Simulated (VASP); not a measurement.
# Mg12F (a cell with a defect) in VASP: further runs, part 2 of 2

VASP 6.6.1.

### Step 4. Single point, PBE

Input file INCAR:

```
PREC = Accurate ; ENCUT = 520
EDIFF = 1E-7 ; ISMEAR = -1
SIGMA = 0.05 ; LREAL = F
LASPH = T ; NELM = 80
ALGO = Normal ; ISIF = 2
LWAVE = F ; LCHARG = F
GGA = PE ; NBANDS = 28
```

Input file KPOINTS:

```
Automatic mesh
0
Gamma
  3 2 3
```

Input file POSCAR:

```
Mg12F
1.0
    6.4200000000      0.0000000000      0.0000000000
   -4.8150000000      8.3398250000      0.0000000000
    0.0000000000      0.0000000000      5.2130400000
Mg F
12 1
Direct
    0.0525176149      0.0209476818      0.0351810076
    0.1926165374      0.2186496719      0.4477234013
    0.0331742560      0.3038792780     -0.0341259611
    0.1168218360      0.5657312953      0.4821754677
   -0.0161413073      0.7081563462      0.0519082915
    0.1966354516      0.9056904671      0.5561630066
    0.5058702473      0.0136213889      0.0144637294
    0.6703525300      0.2271990120      0.5628193914
    0.5606121042      0.3581370113     -0.0137539708
    0.5933270769      0.5566064036      0.5387259641
    0.5296955044      0.7209024170      0.0219066034
    0.6918975398      0.9062060655      0.4768426868
    0.1700217142      0.5573498245      0.0709758605
```

Potentials or basis: VASP PAW PBE potentials, release 64 (Mg, F).

On the command line:

```bash
cat potpaw_PBE.64/Mg/POTCAR potpaw_PBE.64/F/POTCAR > POTCAR
mpirun -np 1 vasp_std > vasp.out
```

OUTCAR:

```text
PREC = Accurate
   ENCUT = 520
   EDIFF = 1E-7
   ISMEAR = -1
   LREAL = F
   LASPH = T
   NELM = 80
   ISIF = 2
   GGA = PE

 ion  position               nearest neighbor table
   1  0.053  0.021  0.035-   2 2.71   3 2.81   5 2.82   7 2.95  12 3.05   6 3.06  11 3.15   6 3.24
                             9 3.26   7 3.48   2 3.48  12 3.53
   2  0.193  0.219  0.448-   1 2.71   3 2.98  10 3.01   6 3.08   8 3.09  12 3.12   3 3.14   9 3.16
                             8 3.45   9 3.48   1 3.48   4 3.61
   3  0.033  0.304  0.966-  13 2.21   1 2.81   8 2.94   2 2.98   2 3.14   7 3.14   9 3.16   9 3.33
                             4 3.41   4 3.54
   4  0.117  0.566  0.482-  13 2.18   5 2.97   6 3.07   8 3.11  10 3.12  11 3.32  10 3.33   3 3.41
                            12 3.50   3 3.54   5 3.55   2 3.61  11 3.64
   5  0.984  0.708  0.052-  13 2.30   1 2.82   4 2.97  11 2.98   6 3.09   9 3.11   6 3.13   7 3.17
                            10 3.35  11 3.45  10 3.45   4 3.55
   6  0.197  0.906  0.556-   7 2.94   1 3.06   8 3.07   4 3.07   2 3.08   5 3.09   5 3.13  12 3.20
                             1 3.24  12 3.27   7 3.31  10 3.65
[... 534 lines left out ...]

  FORCE on cell =-STRESS in cart. coord.  units (eV):
  Direction    XX          YY          ZZ          XY          YZ          ZX
  --------------------------------------------------------------------------------------
  -------------------------------------------------------------------------------------
  Total        1.4125323      3.6257598      5.2092648     -1.5203794      0.6004937      1.3264420
  in kB        8.1082278     20.8126119     29.9022587     -8.7272923      3.4469583      7.6140520
  external PRESSURE =      19.6076995 kB  Pullay stress =       0.0000000 kB

 VOLUME and BASIS-vectors are now :
 -----------------------------------------------------------------------------
  energy-cutoff  :      520.00
  volume of cell :      279.11
      direct lattice vectors                 reciprocal lattice vectors
     6.420000000  0.000000000  0.000000000     0.155763240  0.089929945  0.000000000
    -4.815000000  8.339825000  0.000000000     0.000000000  0.119906593  0.000000000
     0.000000000  0.000000000  5.213040000     0.000000000  0.000000000  0.191826650

 POSITION                                       TOTAL-FORCE (eV/Angst)
 -----------------------------------------------------------------------------------
      0.23630      0.17470      0.18340        -0.189038     -0.290101     -0.726783
      0.18380      1.82350      2.33400        -0.101719      0.348617      0.907315
     -1.25020      2.53430      5.03514        -0.354455      0.885296     -0.022978
     -1.97400      4.71810      2.51360         0.198575     -0.166493      0.171840
      2.90660      5.90590      0.27060         0.173817     -0.383341     -0.231350
     -3.09850      7.55330      2.89930        -0.219520     -0.188970     -0.367059
      3.18210      0.11360      0.07540         0.186050      0.298803      0.458006
      3.20970      1.89480      2.93400         0.164269     -0.054177     -0.984629
      1.87470      2.98680      5.14134        -0.294963     -0.111766      0.708172
      1.12910      4.64200      2.80840         0.578181      0.212987     -0.233185
     -0.07050      6.01220      0.11420        -0.020442     -0.623135     -0.460271
      0.07860      7.55760      2.48580         0.028950      0.143086      0.682057
     -1.59210      4.64820      0.37000        -0.149705     -0.070806      0.098867
 -----------------------------------------------------------------------------------
    total drift:                               -0.000352     -0.000587      0.000231

  FREE ENERGIE OF THE ION-ELECTRON SYSTEM (eV)
  ---------------------------------------------------
  free  energy   TOTEN  =       -22.5982360777 eV

  energy  without entropy=      -22.5378849665  energy(sigma->0) =      -22.56806052
```

Run time: 76 s. Hardware: 1 thread of Intel Xeon Platinum 8488C (Sapphire Rapids), shared host; peak memory 0.37 GiB.

What came out:

- Free energy: -22.5982 eV
- Pressure: 2.0 GPa
- Largest force: 1.000 eV/Å
- Band gap on the k mesh: zero (an odd number of electrons rules out a gap without spin polarisation)

Forces on the atoms (eV/Å):
```
Mg  -0.189 -0.290 -0.727
Mg  -0.102  0.349  0.907
Mg  -0.354  0.885 -0.023
Mg   0.199 -0.166  0.172
Mg   0.174 -0.383 -0.231
Mg  -0.220 -0.189 -0.367
Mg   0.186  0.299  0.458
Mg   0.164 -0.054 -0.985
Mg  -0.295 -0.112  0.708
Mg   0.578  0.213 -0.233
Mg  -0.020 -0.623 -0.460
Mg   0.029  0.143  0.682
F   -0.150 -0.071  0.099
```

Caveat: the k points lie up to 0.40 Å⁻¹ apart, too coarse for converged energies and pressures of a metal; an odd number of electrons without spin polarisation forces a metal; a magnetic or distorted state may lie lower.

### Step 5. The runs side by side

```tsv
cell	gap on the mesh (eV)	pressure (GPa)	largest force (eV/Å)
as given, atomic positions A	none	0.3	0.04
as given, atomic positions B	none	2.4	1.18
as given, atomic positions C	none	2.0	1.00
```

Alike in all rows: task single point; level PBE; potentials or basis VASP PAW PBE potentials, release 64 (Mg, F); no spin polarisation; k mesh 3 × 2 × 3; cutoff (eV) 520; smearing fermi-dirac 0.05 eV.

Caveats: all runs use coarse meshes; an odd number of electrons without spin polarisation forces a metal; a magnetic or distorted state may lie lower.

Total energies depend on the potentials used, so only differences within one code and one set of settings carry meaning.
